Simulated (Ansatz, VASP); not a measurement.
# Two plane-wave programs on Ge

```
CELL_PARAMETERS angstrom
1.48805 -2.59469 0.00000
1.48805 2.59469 0.00000
0.00000 0.00000 4.72760
ATOMIC_POSITIONS crystal
Ge 0.33345 0.66655 0.25000
Ge 0.66655 0.33345 0.75000
```

Alike in both runs: task single point; functional PBE; k mesh 10 × 10 × 6; occupations gaussian, width 0.022 eV; no spin polarisation.

|  | VASP | Ansatz |
| --- | --- | --- |
| version | VASP 6.6.1 | Ansatz 0.2.0 |
| potentials or method | VASP PAW PBE potentials, release 64 (Ge_d) | Ansatz PAW |
| plane-wave cutoff (eV) | 520 | 420 |
| valence electrons in the cell | 28 | 28 |

|  | VASP | Ansatz | Ansatz less VASP |
| --- | --- | --- | --- |
| gap on the k mesh at the Fermi level (eV) | none | none | - |
| pressure (GPa) | 4.4 | 4.3 | -0.03 |
| traceless stress, the component that is largest in VASP (GPa) | -1.18 | -1.18 | -0.002 |
| rms of the force components (eV/Å) | 0.007 | 0.007 | +0.0001 |

Atom by atom the forces differ by 0.000 eV/Å (rms over components). A gap of «none» marks a metal or a gap that the smearing closes.
